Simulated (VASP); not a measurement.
# Zr (P6_3/mmc) in VASP: a series of runs

The runs below take Zr through electric field gradients, with PBE.

Everything below comes from runs of VASP 6.6.1. Logs are shortened: lines on timing, memory, paths and dates and some standing lists are left out, and cuts for length are marked.

## 1. The cell of the first run

The structure is hexagonal, space group P6_3/mmc (No. 194). The conventional cell has a = 3.275 Å, b = 3.275 Å, c = 5.215 Å, α = 90.00°, β = 90.00°, γ = 120.00°. Zr (site symmetry -6m2) has 12 Zr at 3.22 to 3.27 Å within 4.2 Å.

## 2. Electric field gradients, PBE (24.21 Å³/atom)

INCAR

```
SYSTEM = Zr
PREC     = Accurate       ! precision mode
ENCUT    = 520            ! plane-wave cutoff, eV
EDIFF    = 1E-8           ! SCF threshold, eV
ISMEAR   = -1             ! smearing method
SIGMA    = 0.08           ! smearing width, eV
LREAL    = .FALSE.        ! projectors in reciprocal space
LASPH    = .TRUE.         ! aspherical terms in the spheres
NELM     = 100            ! most SCF steps
ALGO     = Normal         ! electronic algorithm
ISIF     = 2              ! what is computed and relaxed
LWAVE    = .FALSE.        ! write WAVECAR
LCHARG   = .FALSE.        ! write CHGCAR
GGA      = PE             ! functional
LEFG     = .TRUE.       
NBANDS   = 19             ! bands
```

KPOINTS

```
Automatic mesh
0
G
  13 13 7
  0 0 0
```

POSCAR

```
Zr
1.0
    3.2745293923      0.0000000000      0.0000000000
   -1.6372646961      2.8358256391      0.0000000000
    0.0000000000      0.0000000000      5.2147314515
Zr
2
Direct
    0.3333333333      0.6666666667      0.2500000000
    0.6666666667      0.3333333333      0.7500000000
```

Potentials or basis: VASP PAW PBE potentials, release 64 (Zr_sv).

The run is started by

```
$ cat potpaw_PBE.64/Zr_sv/POTCAR > POTCAR
$ mpirun -np 1 vasp_std > vasp.out
```

OUTCAR:

```text
SYSTEM = Zr
   PREC = Accurate
   ENCUT = 520
   EDIFF = 1E-8
   ISMEAR = -1
   LREAL = .FALSE.
   LASPH = .TRUE.
   NELM = 100
   ISIF = 2
   GGA = PE

 ion  position               nearest neighbor table
   1  0.333  0.667  0.250-   2 3.22   2 3.22   2 3.22   2 3.22   2 3.22   2 3.22
   2  0.667  0.333  0.750-   1 3.22   1 3.22   1 3.22   1 3.22   1 3.22   1 3.22

  LATTYP: Found a hexagonal cell.
 ALAT       =     3.2745293923
 C/A-ratio  =     1.5925132521

  Lattice vectors:

 A1 = (   3.2745293923,   0.0000000000,   0.0000000000)
 A2 = (  -1.6372646961,   2.8358256391,   0.0000000000)
 A3 = (   0.0000000000,   0.0000000000,   5.2147314515)

Analysis of symmetry for initial positions (statically):
=====================================================================
 Subroutine PRICEL returns:
 Original cell was already a primitive cell.

 Routine SETGRP: Setting up the symmetry group for a
 hexagonal supercell.

 Subroutine GETGRP returns: Found 24 space group operations
 (whereof 12 operations were pure point group operations)
 out of a pool of 24 trial point group operations.

The static configuration has the point symmetry D_3d.
 The point group associated with its full space group is D_6h.

Analysis of symmetry for dynamics (positions and initial velocities):
=====================================================================
 Subroutine PRICEL returns:
 Original cell was already a primitive cell.

 Routine SETGRP: Setting up the symmetry group for a
 hexagonal supercell.

 Subroutine GETGRP returns: Found 24 space group operations
 (whereof 12 operations were pure point group operations)
 out of a pool of 24 trial point group operations.

The dynamic configuration has the point symmetry D_3d.
 The point group associated with its full space group is D_6h.

 Subroutine INISYM returns: Found 24 space group operations
 (whereof 12 operations are pure point group operations),
 and found     1 'primitive' translations

----------------------------------------------------------------------------------------

                                     Primitive cell
[... 122 lines left out ...]
 non-spin polarized calculation
  energy-cutoff  :      520.00
  volume of cell :       48.42
 maximum number of plane-waves:      1321
   NGX = 13   NGY = 13   NGZ = 19

 number of electron      24.0000001 magnetization

 Free energy of the ion-electron system (eV)
  ---------------------------------------------------
  ext. energy  EPLUGINS =         0.00000000
  ---------------------------------------------------
  free energy    TOTEN  =       -17.04703924 eV

  energy without entropy =      -17.00117248  energy(sigma->0) =      -17.02410586

 E-fermi :   8.5556     XC(G=0): -10.9053

 val. band max:        8.5545888569   @ k =   0.3077   0.3077   0.2857
 cond. band min:       8.5594137330   @ k =   0.1538  -0.0000   0.1429
 fundamental gap:      0.0048248762
 Fermi energy:         8.5555899654

 k-point     1 :       0.0000    0.0000    0.0000
  band No.  band energies     occupation
      1     -40.3519      2.00000
      2     -40.2209      2.00000
      3     -18.8059      2.00000
      4     -18.0405      2.00000
      5     -18.0405      2.00000
      6     -17.9190      2.00000
[... 505 lines left out ...]
      6     -18.0757      2.00000
[... 11 lines left out ...]
     18      10.7712      0.00000
     19      13.1044      0.00000

 [... further k-points ...]

------------------------ aborting loop because EDIFF is reached ----------------------------------------

  FORCE on cell =-STRESS in cart. coord.  units (eV):
  Direction    XX          YY          ZZ          XY          YZ          ZX
  --------------------------------------------------------------------------------------
  -------------------------------------------------------------------------------------
  Total       -0.9482967     -0.9482967     -0.8291215     -0.0000000      0.0000000      0.0000000
  in kB      -31.3757740    -31.3757739    -27.4326897     -0.0000000      0.0000000      0.0000000
  external PRESSURE =     -30.0614125 kB  Pullay stress =       0.0000000 kB

 VOLUME and BASIS-vectors are now :
 -----------------------------------------------------------------------------
  energy-cutoff  :      520.00
  volume of cell :       48.42
      direct lattice vectors                 reciprocal lattice vectors
     3.274529392  0.000000000  0.000000000     0.305387395  0.176315495  0.000000000
    -1.637264696  2.835825639  0.000000000     0.000000000  0.352630989  0.000000000
     0.000000000  0.000000000  5.214731451     0.000000000  0.000000000  0.191764429

 POSITION                                       TOTAL-FORCE (eV/Angst)
 -----------------------------------------------------------------------------------
     -0.00000      1.89055      1.30368        -0.000000      0.000000      0.000000
      1.63726      0.94528      3.91105         0.000000     -0.000000      0.000000
 -----------------------------------------------------------------------------------
    total drift:                                0.000000     -0.000000      0.000000

  FREE ENERGIE OF THE ION-ELECTRON SYSTEM (eV)
  ---------------------------------------------------
  free  energy   TOTEN  =       -17.0470392355 eV

  energy  without entropy=      -17.0011724818  energy(sigma->0) =      -17.02410586

 Electric field gradients (V/A^2)
---------------------------------------------------------------------
 ion       V_xx      V_yy      V_zz      V_xy      V_xz      V_yz
---------------------------------------------------------------------
   1     -19.033   -19.033    38.066     0.000    -0.000     0.000
   2     -19.033   -19.033    38.066     0.000     0.000    -0.000
---------------------------------------------------------------------

 Electric field gradients after diagonalization (V/A^2)
 (convention: |V_zz| > |V_xx| > |V_yy|)
----------------------------------------------------------------------
 ion       V_xx      V_yy      V_zz     asymmetry (V_yy - V_xx)/ V_zz
----------------------------------------------------------------------
   1     -19.033   -19.033    38.066       0.000
   2     -19.033   -19.033    38.066       0.000
----------------------------------------------------------------------

           NMR quadrupolar parameters

 Cq : quadrupolar parameter    Cq=e*Q*V_zz/h
 eta: asymmetry parameters     (V_yy - V_xx)/ V_zz
 Q  : nuclear electric quadrupole moment in mb (millibarn)
----------------------------------------------------------------------
 ion       Cq(MHz)       eta       Q (mb)
----------------------------------------------------------------------
   1       0.092       0.000       1.000
   2       0.092       0.000       1.000
----------------------------------------------------------------------
```

stdout:

```text
POSCAR found type information on POSCAR Zr
 POSCAR found :  1 types and       2 ions
 scaLAPACK will be used
 LDA part: xc-table for (Slater+PW92), standard interpolation
 POSCAR, INCAR and KPOINTS ok, starting setup
 FFT: planning ... GRIDC
 FFT: planning ... GRID_SOFT
 FFT: planning ... GRID
 WAVECAR not read
 entering main loop
ion   1

ion   2
```

Wall time 2.1 min (1 thread of Intel Xeon 8259CL, shared host); peak memory 0.2 GiB.

Results:

```
Free energy                             : -17.0470 eV
Pressure                                : -3.0 GPa
Band gap on the k mesh                  : zero (bands 12 and 13 overlap by 1.11 eV)
Largest electric field gradient by atom : Zr +38.1 V/Å²
```

Stress tensor (GPa, compression positive):
```
-3.14  0.00  0.00
 0.00 -3.14  0.00
 0.00  0.00 -2.74
```

Electric field gradients, principal values (V/Å²):
```
atom    least   middle  greatest (by size)
1 Zr  -19.033  -19.033              38.066
2 Zr  -19.033  -19.033              38.066
```

Caveat: the cell stands under tension; without QUAD_EFG the Cq values of the log hold for a quadrupole moment of 1 mb, not for the nuclei.

## 3. Electric field gradients, PBE (24.21 Å³/atom)

INCAR

```
PREC = Accurate
ENCUT = 520
EDIFF = 1E-8
ISMEAR = -1
SIGMA = 0.08
LREAL = F
LASPH = T
NELM = 60
ALGO = Normal
ISIF = 2
LWAVE = F
LCHARG = F
GGA = PE
LEFG = T
NBANDS = 19
```

KPOINTS

```
regular mesh
0
Gamma
  13 13 7
```

POSCAR is that of step 2.

Potentials or basis: VASP PAW PBE potentials, release 64 (Zr_sv).

The run is started by

```
$ cat potpaw_PBE.64/Zr_sv/POTCAR > POTCAR
$ mpirun -np 1 vasp_std > vasp.out
```

OUTCAR:

```text
PREC = Accurate
   ENCUT = 520
   EDIFF = 1E-8
   ISMEAR = -1
   LREAL = F
   LASPH = T
   NELM = 60
   ISIF = 2
   GGA = PE

 ion  position               nearest neighbor table
   1  0.333  0.667  0.250-   2 3.22   2 3.22   2 3.22   2 3.22   2 3.22   2 3.22
   2  0.667  0.333  0.750-   1 3.22   1 3.22   1 3.22   1 3.22   1 3.22   1 3.22

  LATTYP: Found a hexagonal cell.
 ALAT       =     3.2745293923
 C/A-ratio  =     1.5925132521

  Lattice vectors:

 A1 = (   3.2745293923,   0.0000000000,   0.0000000000)
 A2 = (  -1.6372646961,   2.8358256391,   0.0000000000)
 A3 = (   0.0000000000,   0.0000000000,   5.2147314515)

Analysis of symmetry for initial positions (statically):
=====================================================================
 Subroutine PRICEL returns:
 Original cell was already a primitive cell.

 Routine SETGRP: Setting up the symmetry group for a
 hexagonal supercell.

 Subroutine GETGRP returns: Found 24 space group operations
 (whereof 12 operations were pure point group operations)
 out of a pool of 24 trial point group operations.

The static configuration has the point symmetry D_3d.
 The point group associated with its full space group is D_6h.

Analysis of symmetry for dynamics (positions and initial velocities):
=====================================================================
 Subroutine PRICEL returns:
 Original cell was already a primitive cell.

 Routine SETGRP: Setting up the symmetry group for a
 hexagonal supercell.

 Subroutine GETGRP returns: Found 24 space group operations
 (whereof 12 operations were pure point group operations)
 out of a pool of 24 trial point group operations.

The dynamic configuration has the point symmetry D_3d.
 The point group associated with its full space group is D_6h.

 Subroutine INISYM returns: Found 24 space group operations
 (whereof 12 operations are pure point group operations),
 and found     1 'primitive' translations

----------------------------------------------------------------------------------------

                                     Primitive cell

  volume of cell :      48.4240

  direct lattice vectors                    reciprocal lattice vectors
     3.274529392  0.000000000  0.000000000     0.305387395  0.176315495  0.000000000
    -1.637264696  2.835825639  0.000000000     0.000000000  0.352630989  0.000000000
     0.000000000  0.000000000  5.214731451     0.000000000  0.000000000  0.191764429

  length of vectors
     3.274529392  3.274529392  5.214731451     0.352630989  0.352630989  0.191764429

  position of ions in fractional coordinates (direct lattice)
     0.333333333  0.666666667  0.250000000
     0.666666667  0.333333333  0.750000000

  ion indices of the primitive-cell ions
   primitive index   ion index
                 1           1
                 2           2

----------------------------------------------------------------------------------------

 KPOINTS: regular mesh

Automatic generation of k-mesh.
 Grid dimensions read from file:
 generate k-points for:   13   13    7
[... 70 lines left out ...]
   ISIF   =      2    stress and relaxation
   ISYM   =      2    0-nonsym 1-usesym 2-fastsym
   POTIM  = 0.5000    time-step for ionic-motion
   TEBEG  =    0.0;   TEEND  =   0.0 temperature during run
   PSTRESS=    0.0 pullay stress
   NELECT =      24.0000    total number of electrons
   NUPDOWN=      -1.0000    fix difference up-down
   EMIN   =  10.00;   EMAX   =-10.00  energy-range for DOS
   EFERMI =   0.00;   METHOD = LEGACY
   ISMEAR =    -1;   SIGMA  =   0.08  broadening in eV -4-tet -1-fermi 0-gaus
   EFERMI_NEDOS =   21; number of points for ismear=-14 and -15
   IALGO  =     38    algorithm
   IMIX   =      4    mixing-type and parameters
     AMIX     =   0.40;   BMIX     =  1.00
     AMIX_MAG =   1.60;   BMIX_MAG =  1.00
  volume/ion in A,a.u.               =      24.21       163.39
  Fermi-wavevector in a.u.,A,eV,Ry     =   1.295563  2.448259 22.837146  1.678483
  Thomas-Fermi vector in A             =   2.427075
   LORBIT       =      0    0 simple, 1 ext, 2 COOP (PROOUT), +10 PAW based schemes
   GGA     = PE    functional components
   LHFCALC =     F    Hartree Fock is set to
   AEXX    =    0.0000 exact exchange contribution
   IVDW    =     0    specifies the selected vdW correction
   LEPSILON=     F    determine dielectric tensor
   LRPA    =     F    only Hartree local field effects (RPA)
 non-spin polarized calculation
  energy-cutoff  :      520.00
  volume of cell :       48.42
 maximum number of plane-waves:      1321
   NGX = 13   NGY = 13   NGZ = 19

 number of electron      24.0000001 magnetization

 Free energy of the ion-electron system (eV)
  ---------------------------------------------------
  ext. energy  EPLUGINS =         0.00000000
  ---------------------------------------------------
  free energy    TOTEN  =       -17.04703924 eV

  energy without entropy =      -17.00117248  energy(sigma->0) =      -17.02410586

 E-fermi :   8.5556     XC(G=0): -10.9053

 val. band max:        8.5545888569   @ k =   0.3077   0.3077   0.2857
 cond. band min:       8.5594137330   @ k =   0.1538  -0.0000   0.1429
 fundamental gap:      0.0048248762
 Fermi energy:         8.5555899654

 k-point     1 :       0.0000    0.0000    0.0000
  band No.  band energies     occupation
      1     -40.3519      2.00000
      2     -40.2209      2.00000
      3     -18.8059      2.00000
      4     -18.0405      2.00000
      5     -18.0405      2.00000
      6     -17.9190      2.00000
[... 505 lines left out ...]
      6     -18.0757      2.00000
[... 11 lines left out ...]
     18      10.7712      0.00000
     19      13.1044      0.00000

 [... further k-points ...]

------------------------ aborting loop because EDIFF is reached ----------------------------------------

  FORCE on cell =-STRESS in cart. coord.  units (eV):
  Direction    XX          YY          ZZ          XY          YZ          ZX
  --------------------------------------------------------------------------------------
  -------------------------------------------------------------------------------------
  Total       -0.9482967     -0.9482967     -0.8291215     -0.0000000      0.0000000      0.0000000
  in kB      -31.3757740    -31.3757739    -27.4326897     -0.0000000      0.0000000      0.0000000
  external PRESSURE =     -30.0614125 kB  Pullay stress =       0.0000000 kB

 VOLUME and BASIS-vectors are now :
 -----------------------------------------------------------------------------
  energy-cutoff  :      520.00
  volume of cell :       48.42
      direct lattice vectors                 reciprocal lattice vectors
     3.274529392  0.000000000  0.000000000     0.305387395  0.176315495  0.000000000
    -1.637264696  2.835825639  0.000000000     0.000000000  0.352630989  0.000000000
     0.000000000  0.000000000  5.214731451     0.000000000  0.000000000  0.191764429

 POSITION                                       TOTAL-FORCE (eV/Angst)
 -----------------------------------------------------------------------------------
     -0.00000      1.89055      1.30368        -0.000000      0.000000      0.000000
      1.63726      0.94528      3.91105         0.000000     -0.000000      0.000000
 -----------------------------------------------------------------------------------
    total drift:                                0.000000     -0.000000      0.000000

  FREE ENERGIE OF THE ION-ELECTRON SYSTEM (eV)
  ---------------------------------------------------
  free  energy   TOTEN  =       -17.0470392355 eV

  energy  without entropy=      -17.0011724818  energy(sigma->0) =      -17.02410586

 Electric field gradients (V/A^2)
---------------------------------------------------------------------
 ion       V_xx      V_yy      V_zz      V_xy      V_xz      V_yz
---------------------------------------------------------------------
   1     -19.033   -19.033    38.066     0.000    -0.000     0.000
   2     -19.033   -19.033    38.066     0.000     0.000    -0.000
---------------------------------------------------------------------

 Electric field gradients after diagonalization (V/A^2)
 (convention: |V_zz| > |V_xx| > |V_yy|)
----------------------------------------------------------------------
 ion       V_xx      V_yy      V_zz     asymmetry (V_yy - V_xx)/ V_zz
----------------------------------------------------------------------
   1     -19.033   -19.033    38.066       0.000
   2     -19.033   -19.033    38.066       0.000
----------------------------------------------------------------------

           NMR quadrupolar parameters

 Cq : quadrupolar parameter    Cq=e*Q*V_zz/h
 eta: asymmetry parameters     (V_yy - V_xx)/ V_zz
 Q  : nuclear electric quadrupole moment in mb (millibarn)
----------------------------------------------------------------------
 ion       Cq(MHz)       eta       Q (mb)
----------------------------------------------------------------------
   1       0.092       0.000       1.000
   2       0.092       0.000       1.000
----------------------------------------------------------------------
```

Wall time 2 min (1 thread of Intel Xeon 8259CL, shared host); peak memory 0.2 GiB.

What came out:

```yaml
Free_energy: -17.0470 eV
Pressure: -3.0 GPa
Band_gap_on_the_k_mesh: zero (bands 12 and 13 overlap by 1.11 eV)
Largest_electric_field_gradient_by_atom: Zr +38.1 V/Å²
```

Stress tensor (GPa, compression positive):
```
-3.14  0.00  0.00
 0.00 -3.14  0.00
 0.00  0.00 -2.74
```

Electric field gradients, principal values (V/Å²):
```
atom    least   middle  greatest (by size)
1 Zr  -19.033  -19.033              38.066
2 Zr  -19.033  -19.033              38.066
```

Caveat: the cell stands under tension; without QUAD_EFG the Cq values of the log hold for a quadrupole moment of 1 mb, not for the nuclei.
